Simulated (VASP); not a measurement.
Ge2F3: single point with PBE

The system is Ge2F3.

```
Ge F
1.0
     1.62001    0.93532    7.50959
    -1.62001    0.93532    7.50959
     0.00000   -1.87063    7.50959
Ge F
2 3
Direct
  0.40000 0.40000 0.40000
  0.60000 0.60000 0.60000
  0.00000 0.00000 0.00000
  0.20950 0.20950 0.20950
  0.79050 0.79050 0.79050
```

```
Program             : VASP 6.6.1
Task                : single point
Functional          : PBE
Potentials or basis : VASP PAW PBE potentials, release 64 (Ge_d, F)
Cutoff              : 520 eV
k mesh              : 6 × 6 × 6
Occupations         : gaussian, width 0.1 eV
Spin                : no spin polarisation
```

The pressure is 11.2 GPa and the largest force is 1.556 eV/Å.

Forces on the atoms (eV/Å):
```
Ge   0.000  0.000  1.556
Ge   0.000  0.000 -1.556
F    0.000  0.000  0.000
F    0.000  0.000  0.365
F    0.000  0.000 -0.365
```

Stress tensor (GPa, compression positive):
```
10.06  0.00  0.00
 0.00 10.06  0.00
 0.00  0.00 13.33
```

Levels at points of the mesh, in eV from the Fermi level:
```tsv
k point	band 20	band 21	band 22	band 23	band 24	band 25	band 26	band 27	band 28	band 29
(0.00, 0.00, 0.00)	-5.66	-5.41	-5.40	-5.40	-3.07	-0.97	2.78	4.43	4.43	5.50
(0.50, 0.00, 0.00)	-6.17	-6.01	-5.62	-4.54	-2.87	-1.10	0.66	3.01	3.11	3.59
(0.50, 0.50, 0.00)	-6.09	-5.93	-5.70	-4.21	-3.16	-1.02	0.66	3.02	3.15	3.63
(0.50, 0.50, 0.50)	-5.65	-5.40	-5.40	-4.34	-4.17	-0.27	2.12	4.47	4.47	5.46
```

Wall time 10 min on 1 thread of AMD EPYC 7R43 64-Core Processor (Zen 3) (shared host), peak memory 0.42 GiB.

Caveat: the k points lie up to 0.38 Å⁻¹ apart; an odd number of electrons without spin polarisation forces a metal; a magnetic or distorted state may lie lower.
